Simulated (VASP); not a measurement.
# InAgSe2 (I-42d) in VASP: single point with PBE

Aim: the single point of InAgSe2 with PBE.

Program: VASP 6.6.1. These are calculated values, not measurements. Logs are shortened: lines on timing, memory, paths and dates and some standing lists are left out, and cuts for length are marked.

### Step 1. The cell of the first run

It takes space group I-42d (No. 122, tetragonal). Conventional cell: a = 6.255 Å, b = 6.255 Å, c = 12.197 Å, α = 90.00°, β = 90.00°, γ = 90.00°. Within 3.5 Å of In (site symmetry -4) lie 4 Se at 2.67 Å. Ag (site symmetry -4) has 4 Se at 2.71 Å within 3.6 Å. Within 3.5 Å of Se (site symmetry 2) lie 2 In at 2.67 Å and 2 Ag at 2.71 Å.

### Step 2. Single point, PBE (29.82 Å³/atom)

Input file INCAR:

```
SYSTEM = InAgSe2
  PREC = Accurate
  ENCUT = 500
  EDIFF = 1E-6
  ISMEAR = 0
  SIGMA = 0.01
  LREAL = .False.
  LASPH = .True.
  NELM = 120
  ALGO = Normal
  ISIF = 2
  LWAVE = .False.
  LCHARG = .True.
  GGA = PE
  LELF = .True.
  LVHAR = .True.
  NBANDS = 46
  GGA_COMPAT = .False.
```

Input file KPOINTS:

```
regular mesh
0
Gamma
  8 8 8
  0 0 0
```

Input file POSCAR:

```
InAgSe2
1.0
   -3.1274419991      3.1274419991      6.0983403945
    3.1274419991     -3.1274419991      6.0983403945
    3.1274419991      3.1274419991     -6.0983403945
In Ag Se
2 2 4
Direct
    0.5000000000      0.5000000000      0.0000000000
    0.2500000000      0.7500000000      0.5000000000
    0.0000000000      0.0000000000      0.0000000000
    0.7500000000      0.2500000000      0.5000000000
    0.3750000000      0.3802717676      0.5052717676
    0.6197282324      0.1250000000     -0.0052717676
    0.8750000000      0.8697282324      0.4947282324
    0.1302717676      0.6250000000      0.0052717676
```

Potentials or basis: VASP PAW PBE potentials, release 64 (In_d, Ag, Se).

The run is started by

```sh
> cat potpaw_PBE.64/In_d/POTCAR potpaw_PBE.64/Ag/POTCAR potpaw_PBE.64/Se/POTCAR > POTCAR
> mpirun -np 1 vasp_std > vasp.out
```

OUTCAR:

```text
SYSTEM = InAgSe2
   PREC = Accurate
   ENCUT = 500
   EDIFF = 1E-6
   ISMEAR = 0
   LREAL = .False.
   LASPH = .True.
   NELM = 120
   ISIF = 2
   GGA = PE

 ion  position               nearest neighbor table
   1  0.500  0.500  0.000-   5 2.67   6 2.67   7 2.67   8 2.67
   2  0.250  0.750  0.500-   5 2.67   6 2.67   7 2.67   8 2.67
   3  0.000  0.000  0.000-   5 2.71   6 2.71   8 2.71   7 2.71
   4  0.750  0.250  0.500-   8 2.71   5 2.71   7 2.71   6 2.71
   5  0.375  0.380  0.505-   1 2.67   2 2.67   4 2.71   3 2.71
   6  0.620  0.125  0.995-   1 2.67   2 2.67   4 2.71   3 2.71
   7  0.875  0.870  0.495-   1 2.67   2 2.67   3 2.71   4 2.71
   8  0.130  0.625  0.005-   1 2.67   2 2.67   3 2.71   4 2.71

  LATTYP: Found a body centered tetragonal cell.
 ALAT       =     6.2548839982
 C/A-ratio  =     1.9499451617

  Lattice vectors:

 A1 = (  -3.1274419991,   3.1274419991,   6.0983403945)
 A2 = (   3.1274419991,  -3.1274419991,   6.0983403945)
 A3 = (   3.1274419991,   3.1274419991,  -6.0983403945)

Analysis of symmetry for initial positions (statically):
=====================================================================
 Subroutine PRICEL returns:
 Original cell was already a primitive cell.

 Routine SETGRP: Setting up the symmetry group for a
 body centered tetragonal supercell.

 Subroutine GETGRP returns: Found  8 space group operations
 (whereof  4 operations were pure point group operations)
 out of a pool of 16 trial point group operations.

The static configuration has the point symmetry S_4 .
 The point group associated with its full space group is D_2d.

Analysis of symmetry for dynamics (positions and initial velocities):
=====================================================================
 Subroutine PRICEL returns:
 Original cell was already a primitive cell.

 Routine SETGRP: Setting up the symmetry group for a
 body centered tetragonal supercell.

 Subroutine GETGRP returns: Found  8 space group operations
 (whereof  4 operations were pure point group operations)
 out of a pool of 16 trial point group operations.

The dynamic configuration has the point symmetry S_4 .
 The point group associated with its full space group is D_2d.

 Subroutine INISYM returns: Found  8 space group operations
 (whereof  4 operations are pure point group operations),
 and found     1 'primitive' translations

----------------------------------------------------------------------------------------

                                     Primitive cell

  volume of cell :     238.5889

  direct lattice vectors                    reciprocal lattice vectors
    -3.127441999  3.127441999  6.098340395     0.000000000  0.159875067  0.081989520
     3.127441999 -3.127441999  6.098340395     0.159875067  0.000000000  0.081989520
     3.127441999  3.127441999 -6.098340395     0.159875067  0.159875067  0.000000000

  length of vectors
     7.533361964  7.533361964  7.533361964     0.179672810  0.179672810  0.226097488

  position of ions in fractional coordinates (direct lattice)
     0.500000000  0.500000000  0.000000000
     0.250000000  0.750000000  0.500000000
     0.000000000  0.000000000  0.000000000
     0.750000000  0.250000000  0.500000000
     0.375000000  0.380271768  0.505271768
     0.619728232  0.125000000  0.994728232
     0.875000000  0.869728232  0.494728232
     0.130271768  0.625000000  0.005271768

  ion indices of the primitive-cell ions
   primitive index   ion index
                 1           1
                 2           2
                 3           3
                 4           4
                 5           5
                 6           6
                 7           7
                 8           8

----------------------------------------------------------------------------------------

 KPOINTS: regular mesh

Automatic generation of k-mesh.
 Grid dimensions read from file:
 generate k-points for:    8    8    8

 Generating k-lattice:

  Cartesian coordinates                     Fractional coordinates (reciprocal lattice)
     0.000000000  0.019984383  0.010248690     0.125000000  0.000000000 -0.000000000
     0.019984383  0.000000000  0.010248690     0.000000000  0.125000000 -0.000000000
     0.019984383  0.019984383  0.000000000     0.000000000  0.000000000  0.125000000

  Length of vectors
     0.022459101  0.022459101  0.028262186

  Shift w.r.t. Gamma in fractional coordinates (k-lattice)
     0.000000000  0.000000000  0.000000000

 Subroutine IBZKPT returns following result:
 ===========================================

 Found     59 irreducible k-points:

 Following reciprocal coordinates:
            Coordinates               Weight
  0.000000  0.000000  0.000000      1.000000
  0.125000  0.000000  0.000000      8.000000
  0.250000  0.000000  0.000000      8.000000
  0.375000 -0.000000  0.000000      8.000000
  0.500000  0.000000  0.000000      4.000000
  0.125000  0.125000  0.000000      8.000000
[... 16 lines left out ...]
  0.250000  0.125000  0.125000     16.000000
  0.375000  0.125000  0.125000      8.000000
 [... further k-points ...]
   k-points           NKPTS =     59   k-points in BZ     NKDIM =     59   number of bands    NBANDS=     46
   number of dos      NEDOS =    301   number of ions     NIONS =      8
   total plane-waves  NPLWV = 175616
   dimension x,y,z NGX =    56 NGY =   56 NGZ =   56
   dimension x,y,z NGXF=   112 NGYF=  112 NGZF=  112
   ions per type =               2   2   4
   NGX,Y,Z   is equivalent  to a cutoff of  12.36, 12.36, 12.36 a.u.
   NGXF,Y,Z  is equivalent  to a cutoff of  24.72, 24.72, 24.72 a.u.
 SYSTEM =  InAgSe2
   PREC   = accura    normal or accurate (medium, high low for compatibility)
   ISTART =      0    job   : 0-new  1-cont  2-samecut
   ICHARG =      2    charge: 1-file 2-atom 10-const
   ISPIN  =      1    spin polarized calculation?
   LNONCOLLINEAR =      F non collinear calculations
   LSORBIT =      F    spin-orbit coupling
   LASPH  =      T    aspherical Exc in radial PAW
   ENCUT  =  500.0 eV  36.75 Ry    6.06 a.u.  13.74 13.74 13.74*2*pi/ulx,y,z
   NELM   =    120;   NELMIN=  2; NELMDL= -5     # of ELM steps
   EDIFF  = 0.1E-05   stopping-criterion for ELM
   LREAL  =      F    real-space projection
   EDIFFG = 0.1E-04   stopping-criterion for IOM
   NSW    =      0    number of steps for IOM
   IBRION =     -1    ionic relax: 0-MD 1-quasi-New 2-CG
   NFREE  =      0    steps in history (QN), initial steepest desc. (CG)
   ISIF   =      2    stress and relaxation
   ISYM   =      2    0-nonsym 1-usesym 2-fastsym
   POTIM  = 0.5000    time-step for ionic-motion
   TEBEG  =    0.0;   TEEND  =   0.0 temperature during run
   PSTRESS=    0.0 pullay stress
   NELECT =      72.0000    total number of electrons
   NUPDOWN=      -1.0000    fix difference up-down
   EMIN   =  10.00;   EMAX   =-10.00  energy-range for DOS
   EFERMI =   0.00;   METHOD = LEGACY
   ISMEAR =     0;   SIGMA  =   0.01  broadening in eV -4-tet -1-fermi 0-gaus
   EFERMI_NEDOS =   21; number of points for ismear=-14 and -15
   IALGO  =     38    algorithm
   IMIX   =      4    mixing-type and parameters
     AMIX     =   0.40;   BMIX     =  1.00
     AMIX_MAG =   1.60;   BMIX_MAG =  1.00
  volume/ion in A,a.u.               =      29.82       201.26
  Fermi-wavevector in a.u.,A,eV,Ry     =   1.098084  2.075078 16.405751  1.205789
  Thomas-Fermi vector in A             =   2.234455
   LORBIT       =      0    0 simple, 1 ext, 2 COOP (PROOUT), +10 PAW based schemes
   GGA     = PE    functional components
   LHFCALC =     F    Hartree Fock is set to
   AEXX    =    0.0000 exact exchange contribution
   IVDW    =     0    specifies the selected vdW correction
   LEPSILON=     F    determine dielectric tensor
   LRPA    =     F    only Hartree local field effects (RPA)
 non-spin polarized calculation
 Gauss-broadening in eV      SIGMA  =   0.01
  energy-cutoff  :      500.00
  volume of cell :      238.59
 maximum number of plane-waves:      6078
   NGX = 27   NGY = 27   NGZ = 27

 number of electron      71.9999987 magnetization

 Free energy of the ion-electron system (eV)
  ---------------------------------------------------
  ext. energy  EPLUGINS =         0.00000000
  ---------------------------------------------------
  free energy    TOTEN  =       -27.94678008 eV

  energy without entropy =      -27.94678008  energy(sigma->0) =      -27.94678008

 E-fermi :   2.7336     XC(G=0):  -8.6490

 val. band max:        2.7002442750   @ k =   0.1250   0.0000   0.0000
 cond. band min:       2.7638427998   @ k =   0.0000   0.0000   0.0000
 fundamental gap:      0.0635985248
 Fermi energy:         2.7336060915

 k-point     1 :       0.0000    0.0000    0.0000
  band No.  band energies     occupation
      1     -11.8141      2.00000
      2     -11.8108      2.00000
      3     -11.8108      2.00000
      4     -11.6429      2.00000
      5     -11.6262      2.00000
      6     -11.6262      2.00000
[... 38 lines left out ...]
     45       7.7186      0.00000
     46       7.7612      0.00000

 k-point     2 :       0.1250    0.0000    0.0000
  band No.  band energies     occupation
      1     -11.8146      2.00000
      2     -11.8111      2.00000
      3     -11.8076      2.00000
      4     -11.6455      2.00000
      5     -11.6308      2.00000
      6     -11.6252      2.00000
[... 38 lines left out ...]
     45       7.8874      0.00000
     46       7.9545      0.00000

 k-point     3 :       0.2500    0.0000    0.0000
  band No.  band energies     occupation
      1     -11.8166      2.00000
      2     -11.8124      2.00000
      3     -11.7976      2.00000
      4     -11.6572      2.00000
      5     -11.6370      2.00000
      6     -11.6234      2.00000
[... 38 lines left out ...]
     45       8.0421      0.00000
     46       8.2180      0.00000

 k-point     4 :       0.3750   -0.0000    0.0000
  band No.  band energies     occupation
      1     -11.8183      2.00000
      2     -11.8140      2.00000
      3     -11.7848      2.00000
      4     -11.6748      2.00000
      5     -11.6392      2.00000
      6     -11.6218      2.00000
[... 920 lines left out ...]
     45       8.1166      0.00000
     46       8.4514      0.00000

 k-point    23 :       0.2500    0.1250    0.1250
  band No.  band energies     occupation
      1     -11.8189      2.00000
      2     -11.8164      2.00000
      3     -11.7726      2.00000
      4     -11.6864      2.00000
      5     -11.6387      2.00000
      6     -11.6286      2.00000
[... 38 lines left out ...]
     45       8.2649      0.00000
     46       8.5984      0.00000

 k-point    24 :       0.3750    0.1250    0.1250
  band No.  band energies     occupation
      1     -11.8197      2.00000
      2     -11.8168      2.00000
      3     -11.7646      2.00000
      4     -11.6964      2.00000
      5     -11.6390      2.00000
      6     -11.6283      2.00000
[... 38 lines left out ...]
     45       8.4392      0.00000
     46       8.5506      0.00000

 [... further k-points ...]
[... 5 lines left out ...]
  --------------------------------------------------------------------------------------
  -------------------------------------------------------------------------------------
  Total       -1.8149296     -1.8149296     -1.8154689      0.0000000      0.0000000      0.0000000
  in kB      -12.1876559    -12.1876559    -12.1912772      0.0000000      0.0000000      0.0000000
  external PRESSURE =     -12.1888630 kB  Pullay stress =       0.0000000 kB

 VOLUME and BASIS-vectors are now :
 -----------------------------------------------------------------------------
  energy-cutoff  :      500.00
  volume of cell :      238.59
      direct lattice vectors                 reciprocal lattice vectors
    -3.127441999  3.127441999  6.098340395     0.000000000  0.159875067  0.081989520
     3.127441999 -3.127441999  6.098340395     0.159875067  0.000000000  0.081989520
     3.127441999  3.127441999 -6.098340395     0.159875067  0.159875067  0.000000000

 POSITION                                       TOTAL-FORCE (eV/Angst)
 -----------------------------------------------------------------------------------
      0.00000      0.00000      6.09834         0.000000     -0.000000      0.000000
      3.12744      0.00000      3.04917         0.000000     -0.000000     -0.000000
      0.00000      0.00000      0.00000         0.000000     -0.000000     -0.000000
      0.00000      3.12744      3.04917         0.000000     -0.000000      0.000000
      1.59670      1.56372      1.52459        -0.004790     -0.000000     -0.000000
      1.56372      4.65819     -1.52459         0.000000      0.004790      0.000000
      1.53075      1.56372      7.62293         0.004790     -0.000000      0.000000
      1.56372     -1.53075      4.57376         0.000000     -0.004790     -0.000000
 -----------------------------------------------------------------------------------
    total drift:                               -0.000003     -0.000003     -0.000004

  FREE ENERGIE OF THE ION-ELECTRON SYSTEM (eV)
  ---------------------------------------------------
  free  energy   TOTEN  =       -27.9467800842 eV

  energy  without entropy=      -27.9467800817  energy(sigma->0) =      -27.94678008
```

It took 24 min on 1 thread of Intel Xeon 8259CL, shared host; peak memory 0.81 GiB.

Results:

| Item | Value |
| --- | --- |
| Free energy | -27.9468 eV |
| Pressure | -1.2 GPa |
| Largest force | 0.005 eV/Å |
| Band gap on the k mesh | 0.06 eV (least direct gap 0.12 eV) |

Forces on the atoms (eV/Å):
```
In   0.000  0.000  0.000
In   0.000  0.000  0.000
Ag   0.000  0.000  0.000
Ag   0.000  0.000  0.000
Se  -0.005  0.000  0.000
Se   0.000  0.005  0.000
Se   0.005  0.000  0.000
Se   0.000 -0.005  0.000
```

Caveat: semilocal functionals underestimate gaps, and a narrow one can read as zero; spin-orbit coupling is left out, which moves the levels of the heavy elements.
